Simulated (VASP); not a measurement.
Runs of VASP 6.6.1 on AlN. The structure is that of space group I4/mmm (No. 139), or close to it. The cells are those of the table. 

```csv
level,cell,k mesh,smearing,gap on the mesh (eV),pressure (GPa)
PBE,"a = 2.874, b = 2.874, c = 2.969 Å, angles 58.9, 58.9, 62.2°, 2 atoms",10 × 10 × 10,fermi-dirac 0.02 eV,3.71,-4.5
r2SCAN,"a = 2.874, b = 2.874, c = 2.969 Å, angles 58.9, 58.9, 62.2°, 2 atoms",10 × 10 × 10,gaussian 0.01 eV,4.57,-11.3
r2SCAN,"a = 2.868, b = 2.868, c = 2.941 Å, angles 59.2, 59.2, 61.7°, 2 atoms",10 × 10 × 10,gaussian 0.01 eV,4.78,-9.2
PBE,"a = 2.868, b = 2.868, c = 2.941 Å, angles 59.2, 59.2, 61.7°, 2 atoms",6 × 6 × 6,gaussian 0.01 eV,(b),-2.3
PBE,"a = 2.868, b = 2.868, c = 2.941 Å, angles 59.2, 59.2, 61.7°, 2 atoms",10 × 10 × 10,fermi-dirac 0.02 eV,(a),-2.3
PBE,"a = 2.874, b = 2.874, c = 2.969 Å, angles 58.9, 58.9, 62.2°, 2 atoms",6 × 6 × 6,gaussian 0.01 eV,3.71,-4.5
```

Alike in all rows: task single point; potentials or basis VASP PAW PBE potentials, release 64 (Al, N); no spin polarisation; cutoff (eV) 520.

**Question.** Fill in the values left out.

**Answer.** (a) 3.92; (b) 3.91.

Caveats: some runs use coarse meshes; the PAW data sets were made with another functional, which shifts forces and pressure a little (some runs).

A k mesh can miss the band edges.
